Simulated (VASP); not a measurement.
MnZn3:

```
Mn Zn
1.0
     3.67074    0.00000    0.00000
     0.00000    3.67074    0.00000
     0.00000    0.00000    3.67074
Mn Zn
1 3
Cartesian
  0.0000 0.0000 0.0000
  0.0000 1.8354 1.8354
  1.8354 0.0000 1.8354
  1.8354 1.8354 0.0000
```

This cell differs from its parent crystal: volume scaled by 0.86.

Base run:

| Quantity | Value |
| --- | --- |
| Program | VASP 6.6.1 |
| Functional | PBEsol |
| Potentials or basis | VASP PAW PBE potentials, release 64 (Mn_pv, Zn) |
| Cutoff | 520 eV |
| k mesh | 7 × 7 × 7 |
| Occupations | fermi-dirac, width 0.03 eV |
| Spin | collinear spin, ferromagnetic start |
| Starting moments | [4.0, 0.0, 0.0, 0.0] μB |

Its results: pressure 6.2 GPa.

Problem. The run is repeated on the same cell with these changes: spin from collinear spin, ferromagnetic start to no spin polarisation; further incar settings from ALGO = Normal; EDIFF = 1e-06; NBANDS = 36 to ALGO = Normal; EDIFF = 1e-07; NBANDS = 32. What comes out?

Solution. Pressure 1.9 GPa.

Caveats: the PAW data sets were made with another functional, which shifts forces and pressure a little.
